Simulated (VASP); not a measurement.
Write the native input for VASP 6.6.1 that does the following.

- Task: single point
- Functional: HSE06
- Potentials or basis: VASP PAW PBE potentials, release 64 (Ga_d, N)
- Cutoff: 520 eV
- k mesh: 6 × 6 × 6
- Occupations: gaussian, width 0.01 eV
- Spin: no spin polarisation
- Dipole correction: no
- Grid for exact exchange (PRECFOCK): Normal
- Further INCAR settings: ALGO = Normal; EDIFF = 1e-06; NBANDS = 16
- Screening parameter: 0.2079 1/Å

The system is GaN.

```xyz
2
Lattice="0.0000 2.2490 2.2490 2.2490 0.0000 2.2490 2.2490 2.2490 0.0000" Properties=species:S:1:pos:R:3 pbc="T T T"
Ga    0.0000    0.0000    0.0000
N     3.3734    3.3734    3.3734
```

These files were run (other wordings do the same):

POSCAR

```
GaN
1.0
    0.0000000000      2.2489526313      2.2489526313
    2.2489526313      0.0000000000      2.2489526313
    2.2489526313      2.2489526313      0.0000000000
Ga N
1 1
Direct
    0.0000000000      0.0000000000      0.0000000000
    0.7500000000      0.7500000000      0.7500000000
```

INCAR.step1

```
SYSTEM = GaN
PREC = Accurate ; ENCUT = 520
EDIFF = 1E-5 ; ISMEAR = 0
SIGMA = 0.01 ; LREAL = .False.
LASPH = .True. ; NELM = 100
ALGO = Normal ; ISIF = 2
LWAVE = .True. ; LCHARG = .False.
GGA = PE ; NBANDS = 16
```

INCAR.step2

```
SYSTEM = GaN
PREC = Accurate ; ENCUT = 520
EDIFF = 1E-6 ; ISMEAR = 0
SIGMA = 0.01 ; LREAL = .False.
LASPH = .True. ; NELM = 100
ALGO = Normal ; ISIF = 2
LWAVE = .False. ; LCHARG = .False.
GGA = PE ; LHFCALC = .True.
HFSCREEN = 0.2079 ; PRECFOCK = Normal
ISTART = 1 ; NBANDS = 16
```

KPOINTS

```
Automatic mesh
0
Gamma
  6 6 6
  0 0 0
```

Potentials or basis: VASP PAW PBE potentials, release 64 (Ga_d, N).

Launch:

```console
$ cat potpaw_PBE.64/Ga_d/POTCAR potpaw_PBE.64/N/POTCAR > POTCAR
$ cp INCAR.step1 INCAR
$ mpirun -np 1 vasp_std > vasp.out
$ cp INCAR.step2 INCAR
$ mpirun -np 1 vasp_std > vasp.out
```

Results of the run:

```yaml
Pressure: -0.1 GPa
Band_gap_on_the_k_mesh: 3.02 eV, direct
```

Caveat: the PAW data sets were made with another functional, which shifts forces and pressure a little.

Wall time 25 min on 1 thread of AMD EPYC 7R43 64-Core Processor (Zen 3), with other jobs on the host, peak memory 0.22 GiB.
